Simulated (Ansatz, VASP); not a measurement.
# CsGdS2: VASP beside Ansatz

```
CELL_PARAMETERS angstrom
2.05862 1.18854 8.01360
-2.05862 1.18854 8.01360
0.00000 -2.37709 8.01360
ATOMIC_POSITIONS crystal
Cs 0.00000 0.00000 0.00000
Gd 0.50000 0.50000 0.50000
S 0.23360 0.23360 0.23360
S 0.76640 0.76640 0.76640
```

Alike in both runs: task single point; functional LDA; k mesh 10 × 10 × 10; occupations fermi-dirac, width 0.05 eV; collinear spin; Hubbard terms Gd f U = 7.0 eV.

|  | VASP | Ansatz |
| --- | --- | --- |
| version | VASP 6.6.1 | Ansatz 0.2.0 |
| potentials or method | VASP PAW PBE potentials, release 64 (Cs_sv, Gd, S), cutoff 520 eV | all-electron LAPW, scalar-relativistic |

VASP gave:

```
pressure (GPa)                                                : -3.9
traceless stress, the component that is largest in VASP (GPa) : -0.48
rms of the force components (eV/Å)                            : 0.450
net moment per atom (μB)                                      : 1.75
size of the moment on the site where the two differ most (μB) : 6.89
```

Question: What did Ansatz give for the same quantities?

Answer: Pressure (GPa): -4.2; traceless stress, the component that is largest in VASP (GPa): -0.48; rms of the force components (eV/Å): 0.455; net moment per atom (μB): 1.75; size of the moment on the site where the two differ most (μB): 7.07.

VASP's potentials were made for PBE, not for LDA. LDA's correlation is that of Perdew and Zunger in VASP and of Perdew and Wang (1992) in Ansatz. Site moments also hang on the region over which each program counts them. The programs project onto different local orbitals, so the same U acts differently, and such runs can settle in different states. Atom by atom the forces differ by 0.005 eV/Å (rms over components). Ansatz ran all-electron here, and VASP with PAW potentials.

Spin-orbit coupling is off throughout.
